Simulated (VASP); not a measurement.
CoBr: single point with PBE+U

CoBr:

```xyz
2
Lattice="3.4980 0.0000 0.0000 -1.7490 3.0293 0.0000 0.0000 0.0000 4.5020" Properties=species:S:1:pos:R:3 pbc="T T T"
Co    0.0000    0.0000    0.0000
Br    0.0000    0.0000    2.2510
```

```yaml
Program: VASP 6.6.1
Task: single point
Functional: PBE
Potentials_or_basis: VASP PAW PBE potentials, release 64 (Co, Br)
Cutoff: 520 eV
k_mesh: 6 × 6 × 4
Occupations: methfessel-paxton, width 0.1 eV
Spin: collinear spin, ferromagnetic start
Starting_moments: "[2.5, 0.0] μB"
Hubbard_terms: Co d U = 8.0 eV
```

* Pressure: 7.7 GPa
* Band gap on the k mesh: 0.05 eV, indirect (least direct gap 0.59 eV)
* Net moment: 2.00 μB per cell
* Site moments: Co +1.97; Br +0.01 μB
* Valence electrons inside the program's atomic spheres: Co 8.20; Br 4.97

Stress tensor (GPa, compression positive):
```
 6.27  0.00  0.00
 0.00  6.27  0.00
 0.00  0.00 10.50
```

Levels at points of the mesh, in eV from the valence-band top:
Spin up:
```
           k point  band 5  band 6  band 7  band 8  band 9  band 10  band 11  band 12  band 13  band 14
(0.00, 0.00, 0.00)   -4.00   -2.69   -2.69   -0.60   -0.60     0.05     7.77    11.20    11.20    11.25
(0.50, 0.00, 0.00)   -3.54   -3.51   -2.80   -2.35   -1.42     3.63     4.66     7.57     7.60    11.15
(0.00, 0.00, 0.50)   -3.47   -2.69   -2.69    0.00    0.00     5.20     6.47     9.04    10.70    10.70
(0.50, 0.00, 0.50)   -2.98   -2.66   -2.34   -1.38   -0.69     2.03     7.40     7.72     8.26    10.62
```
Spin down:
```csv
k point,band 4,band 5,band 6,band 7,band 8,band 9,band 10,band 11
"(0.00, 0.00, 0.00)",-1.45,-1.45,-0.55,-0.55,0.51,5.47,5.47,7.91
"(0.50, 0.00, 0.00)",-2.43,-1.61,-1.37,-1.03,3.91,4.19,4.70,5.23
"(0.00, 0.00, 0.50)",-1.44,-1.44,-0.66,-0.66,5.53,6.43,6.43,6.55
"(0.50, 0.00, 0.50)",-1.90,-1.43,-1.03,-0.47,2.13,5.96,6.34,7.43
```

Eigenvalues of the final occupation matrices:
```
    site  spin  trace               eigenvalues
site 1 d     1   4.83  0.96 0.96 0.96 0.98 0.98
site 1 d     2   2.87  0.02 0.02 0.93 0.95 0.95
```

Wall time 71 s on 1 thread of AMD EPYC 7R13 Processor (Zen 3), on a shared host, peak memory 0.17 GiB.

A k mesh can miss the band edges. The state reached can hang on the start; a lower one may exist.
